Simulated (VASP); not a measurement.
# Cd (Fm-3m) in VASP: further runs

Cd is run at these levels: PBEsol; tasks: single point, relaxation of cell and atoms.

All numbers are computed with VASP 6.6.1; they aren't measurements. Logs are shortened: lines on timing, memory, paths and dates and some standing lists are left out, and cuts for length are marked.

## 1. The cell of the first run

The structure is cubic, space group Fm-3m (No. 225). The conventional cell has a = 4.273 Å, b = 4.273 Å, c = 4.273 Å, α = 90.00°, β = 90.00°, γ = 90.00°. Within 4.0 Å of Cd (site symmetry m-3m) lie 12 Cd at 3.02 Å.

This isn't the form of Cd at room conditions, which is hcp.

## 2. Single point, PBEsol

Contents of INCAR:

```
SYSTEM = Cd
PREC     = Accurate       ! precision mode
ENCUT    = 500            ! plane-wave cutoff, eV
EDIFF    = 1E-6           ! SCF threshold, eV
ISMEAR   = 1              ! smearing method
SIGMA    = 0.1            ! smearing width, eV
LREAL    = .False.        ! projectors in reciprocal space
LASPH    = .True.         ! aspherical terms in the spheres
NELM     = 120            ! most SCF steps
ALGO     = Normal         ! electronic algorithm
ISIF     = 2              ! what is computed and relaxed
LWAVE    = .False.        ! write WAVECAR
LCHARG   = .False.        ! write CHGCAR
GGA      = PS             ! functional
NBANDS   = 12             ! bands
GGA_COMPAT= .False.
```

Contents of KPOINTS:

```
Automatic mesh
0
Gamma
  16 16 16
  0 0 0
```

Contents of POSCAR:

```
Cd
1.0
    0.0000000000      2.1362765913      2.1362765913
    2.1362765913      0.0000000000      2.1362765913
    2.1362765913      2.1362765913      0.0000000000
Cd
1
Direct
    0.0000000000      0.0000000000      0.0000000000
```

Potentials or basis: VASP PAW PBE potentials, release 64 (Cd).

Started as:

```bash
cat potpaw_PBE.64/Cd/POTCAR > POTCAR
mpirun -np 1 vasp_std > vasp.out
```

OUTCAR:

```text
SYSTEM = Cd
   PREC = Accurate
   ENCUT = 500
   EDIFF = 1E-6
   ISMEAR = 1
   LREAL = .False.
   LASPH = .True.
   NELM = 120
   ISIF = 2
   GGA = PS

 ion  position               nearest neighbor table
   1  0.000  0.000  0.000-

  LATTYP: Found a face centered cubic cell.
 ALAT       =     4.2725531826

  Lattice vectors:

 A1 = (   0.0000000000,   2.1362765913,   2.1362765913)
 A2 = (   2.1362765913,   0.0000000000,   2.1362765913)
 A3 = (   2.1362765913,   2.1362765913,   0.0000000000)

Analysis of symmetry for initial positions (statically):
=====================================================================
 Subroutine PRICEL returns:
 Original cell was already a primitive cell.

 Routine SETGRP: Setting up the symmetry group for a
 face centered cubic supercell.

 Subroutine GETGRP returns: Found 48 space group operations
 (whereof 48 operations were pure point group operations)
 out of a pool of 48 trial point group operations.

The static configuration has the point symmetry O_h .

Analysis of symmetry for dynamics (positions and initial velocities):
=====================================================================
 Subroutine PRICEL returns:
 Original cell was already a primitive cell.

 Routine SETGRP: Setting up the symmetry group for a
 face centered cubic supercell.

 Subroutine GETGRP returns: Found 48 space group operations
 (whereof 48 operations were pure point group operations)
 out of a pool of 48 trial point group operations.

The dynamic configuration has the point symmetry O_h .

 Subroutine INISYM returns: Found 48 space group operations
 (whereof 48 operations are pure point group operations),
 and found     1 'primitive' translations

----------------------------------------------------------------------------------------

                                     Primitive cell

  volume of cell :      19.4986

  direct lattice vectors                    reciprocal lattice vectors
     0.000000000  2.136276591  2.136276591    -0.234052090  0.234052090  0.234052090
     2.136276591  0.000000000  2.136276591     0.234052090 -0.234052090  0.234052090
     2.136276591  2.136276591  0.000000000     0.234052090  0.234052090 -0.234052090

  length of vectors
     3.021151328  3.021151328  3.021151328     0.405390111  0.405390111  0.405390111

  position of ions in fractional coordinates (direct lattice)
     0.000000000  0.000000000  0.000000000

  ion indices of the primitive-cell ions
   primitive index   ion index
                 1           1

----------------------------------------------------------------------------------------

 KPOINTS: Automatic mesh

Automatic generation of k-mesh.
 Grid dimensions read from file:
 generate k-points for:   16   16   16

 Generating k-lattice:

  Cartesian coordinates                     Fractional coordinates (reciprocal lattice)
    -0.014628256  0.014628256  0.014628256     0.062500000  0.000000000  0.000000000
     0.014628256 -0.014628256  0.014628256     0.000000000  0.062500000  0.000000000
     0.014628256  0.014628256 -0.014628256     0.000000000  0.000000000  0.062500000

  Length of vectors
     0.025336882  0.025336882  0.025336882

  Shift w.r.t. Gamma in fractional coordinates (k-lattice)
     0.000000000  0.000000000  0.000000000

 Subroutine IBZKPT returns following result:
 ===========================================

 Found    145 irreducible k-points:

 Following reciprocal coordinates:
            Coordinates               Weight
  0.000000  0.000000  0.000000      1.000000
  0.062500  0.000000  0.000000      8.000000
  0.125000  0.000000  0.000000      8.000000
  0.187500  0.000000  0.000000      8.000000
  0.250000  0.000000  0.000000      8.000000
  0.312500  0.000000  0.000000      8.000000
[... 16 lines left out ...]
 -0.125000  0.062500  0.000000     24.000000
 -0.062500  0.062500  0.000000     12.000000
 [... further k-points ...]
   k-points           NKPTS =    145   k-points in BZ     NKDIM =    145   number of bands    NBANDS=     12
   number of dos      NEDOS =    301   number of ions     NIONS =      1
   total plane-waves  NPLWV =  13824
   dimension x,y,z NGX =    24 NGY =   24 NGZ =   24
   dimension x,y,z NGXF=    48 NGYF=   48 NGZF=   48
   ions per type =               1
   NGX,Y,Z   is equivalent  to a cutoff of  13.21, 13.21, 13.21 a.u.
   NGXF,Y,Z  is equivalent  to a cutoff of  26.41, 26.41, 26.41 a.u.
 SYSTEM =  Cd
   PREC   = accura    normal or accurate (medium, high low for compatibility)
   ISTART =      0    job   : 0-new  1-cont  2-samecut
   ICHARG =      2    charge: 1-file 2-atom 10-const
   ISPIN  =      1    spin polarized calculation?
   LNONCOLLINEAR =      F non collinear calculations
   LSORBIT =      F    spin-orbit coupling
   LASPH  =      T    aspherical Exc in radial PAW
   ENCUT  =  500.0 eV  36.75 Ry    6.06 a.u.   5.51  5.51  5.51*2*pi/ulx,y,z
   NELM   =    120;   NELMIN=  2; NELMDL= -5     # of ELM steps
   EDIFF  = 0.1E-05   stopping-criterion for ELM
   LREAL  =      F    real-space projection
   EDIFFG = 0.1E-04   stopping-criterion for IOM
   NSW    =      0    number of steps for IOM
   IBRION =     -1    ionic relax: 0-MD 1-quasi-New 2-CG
   NFREE  =      0    steps in history (QN), initial steepest desc. (CG)
   ISIF   =      2    stress and relaxation
   ISYM   =      2    0-nonsym 1-usesym 2-fastsym
   POTIM  = 0.5000    time-step for ionic-motion
   TEBEG  =    0.0;   TEEND  =   0.0 temperature during run
   PSTRESS=    0.0 pullay stress
   NELECT =      12.0000    total number of electrons
   NUPDOWN=      -1.0000    fix difference up-down
   EMIN   =  10.00;   EMAX   =-10.00  energy-range for DOS
   EFERMI =   0.00;   METHOD = LEGACY
   ISMEAR =     1;   SIGMA  =   0.10  broadening in eV -4-tet -1-fermi 0-gaus
   EFERMI_NEDOS =   21; number of points for ismear=-14 and -15
   IALGO  =     38    algorithm
   IMIX   =      4    mixing-type and parameters
     AMIX     =   0.40;   BMIX     =  1.00
     AMIX_MAG =   1.60;   BMIX_MAG =  1.00
  volume/ion in A,a.u.               =      19.50       131.58
  Fermi-wavevector in a.u.,A,eV,Ry     =   1.392519  2.631479 26.383178  1.939109
  Thomas-Fermi vector in A             =   2.516254
   LORBIT       =      0    0 simple, 1 ext, 2 COOP (PROOUT), +10 PAW based schemes
   GGA     = PS    functional components
   LHFCALC =     F    Hartree Fock is set to
   AEXX    =    0.0000 exact exchange contribution
   IVDW    =     0    specifies the selected vdW correction
   LEPSILON=     F    determine dielectric tensor
   LRPA    =     F    only Hartree local field effects (RPA)
 non-spin polarized calculation
 Methfessel and Paxton  Order N= 1 SIGMA  =   0.10
  energy-cutoff  :      500.00
  volume of cell :       19.50
 maximum number of plane-waves:       531
 NGX is ok and might be reduce to    24
   NGX = 11   NGY = 11   NGZ = 11

 number of electron      11.9999996 magnetization

 Free energy of the ion-electron system (eV)
  ---------------------------------------------------
  ext. energy  EPLUGINS =         0.00000000
  ---------------------------------------------------
  free energy    TOTEN  =        -1.15620924 eV

  energy without entropy =       -1.15596095  energy(sigma->0) =       -1.15612648

 E-fermi :   3.5600     XC(G=0): -11.7773

 val. band max:        3.5240746827   @ k =  -0.3750   0.3125   0.0625
 cond. band min:       3.5602921875   @ k =  -0.3750   0.4375   0.0625
 fundamental gap:      0.0362175048
 Fermi energy:         3.5599611674

 k-point     1 :       0.0000    0.0000    0.0000
  band No.  band energies     occupation
      1      -6.1889      2.00000
      2      -5.8933      2.00000
      3      -5.8933      2.00000
      4      -5.8933      2.00000
      5      -5.3083      2.00000
      6      -5.3083      2.00000
      7      17.8007      0.00000
      8      19.5642      0.00000
      9      19.5642      0.00000
     10      19.5642      0.00000
     11      23.1958      0.00000
     12      23.1958      0.00000

 k-point     2 :       0.0625    0.0000    0.0000
  band No.  band energies     occupation
      1      -6.0911      2.00000
      2      -5.8941      2.00000
      3      -5.8724      2.00000
      4      -5.8724      2.00000
      5      -5.3138      2.00000
      6      -5.3138      2.00000
      7      17.4042      0.00000
      8      18.5350      0.00000
      9      19.4151      0.00000
     10      19.4151      0.00000
     11      23.4479      0.00000
     12      23.4877      0.00000

 k-point     3 :       0.1250    0.0000    0.0000
  band No.  band energies     occupation
      1      -6.0463      2.00000
      2      -5.8209      2.00000
      3      -5.8209      2.00000
      4      -5.6442      2.00000
      5      -5.3209      2.00000
      6      -5.3209      2.00000
      7      15.2989      0.00000
      8      18.2176      0.00000
      9      19.0595      0.00000
     10      19.0595      0.00000
     11      23.1388      0.00000
     12      23.9762      0.00000
[... 286 lines left out ...]
 k-point    23 :      -0.1250    0.0625    0.0000
  band No.  band energies     occupation
      1      -6.0291      2.00000
      2      -5.8389      2.00000
      3      -5.7858      2.00000
      4      -5.4779      2.00000
      5      -5.3784      2.00000
      6      -5.1648      2.00000
      7      14.5490      0.00000
      8      16.4686      0.00000
      9      19.1005      0.00000
     10      20.2074      0.00000
     11      22.0827      0.00000
     12      23.4737      0.00000

 k-point    24 :      -0.0625    0.0625    0.0000
  band No.  band energies     occupation
      1      -5.9715      2.00000
      2      -5.9314      2.00000
      3      -5.8449      2.00000
      4      -5.7626      2.00000
      5      -5.3477      2.00000
      6      -5.2869      2.00000
      7      16.7832      0.00000
      8      17.2192      0.00000
      9      18.9643      0.00000
     10      20.0025      0.00000
     11      22.8331      0.00000
     12      23.2879      0.00000

 [... further k-points ...]
[... 5 lines left out ...]
  --------------------------------------------------------------------------------------
  -------------------------------------------------------------------------------------
  Total        0.6642344      0.6642344      0.6642344      0.0000000      0.0000000      0.0000000
  in kB       54.5794908     54.5794908     54.5794908      0.0000000      0.0000000      0.0000000
  external PRESSURE =      54.5794908 kB  Pullay stress =       0.0000000 kB

 VOLUME and BASIS-vectors are now :
 -----------------------------------------------------------------------------
  energy-cutoff  :      500.00
  volume of cell :       19.50
      direct lattice vectors                 reciprocal lattice vectors
     0.000000000  2.136276591  2.136276591    -0.234052090  0.234052090  0.234052090
     2.136276591  0.000000000  2.136276591     0.234052090 -0.234052090  0.234052090
     2.136276591  2.136276591  0.000000000     0.234052090  0.234052090 -0.234052090

 POSITION                                       TOTAL-FORCE (eV/Angst)
 -----------------------------------------------------------------------------------
      0.00000      0.00000      0.00000         0.000000      0.000000      0.000000
 -----------------------------------------------------------------------------------
    total drift:                                0.000000     -0.000000     -0.000000

  FREE ENERGIE OF THE ION-ELECTRON SYSTEM (eV)
  ---------------------------------------------------
  free  energy   TOTEN  =        -1.1562092444 eV

  energy  without entropy=       -1.1559609525  energy(sigma->0) =       -1.15612648
```

It took 17 s on 1 thread of Intel Xeon Platinum 8259CL at 2.50GHz (Skylake/Cascade Lake), shared host; peak memory 0.16 GiB.

What came out:

| Quantity | Value |
| --- | --- |
| Free energy | -1.1562 eV |
| Pressure | 5.5 GPa |
| Band gap on the k mesh | zero (bands 6 and 7 overlap by 3.27 eV) |

Levels at points of the mesh, in eV from the Fermi level:
```csv
k point,band 2,band 3,band 4,band 5,band 6,band 7,band 8,band 9,band 10,band 11
"(0.00, 0.00, 0.00)",-9.45,-9.45,-9.45,-8.87,-8.87,14.24,16.00,16.00,16.00,19.64
"(0.50, 0.00, 0.00)",-9.45,-9.45,-8.40,-8.40,-2.87,-1.17,13.30,13.52,13.52,17.50
"(0.50, 0.50, 0.00)",-10.23,-8.42,-8.27,-8.27,-1.18,1.78,7.11,7.11,11.85,12.08
```

Caveat: the cell stands under pressure; the PAW data sets were made with another functional, which shifts forces and pressure a little.

(Continued in part 2 of 2.)
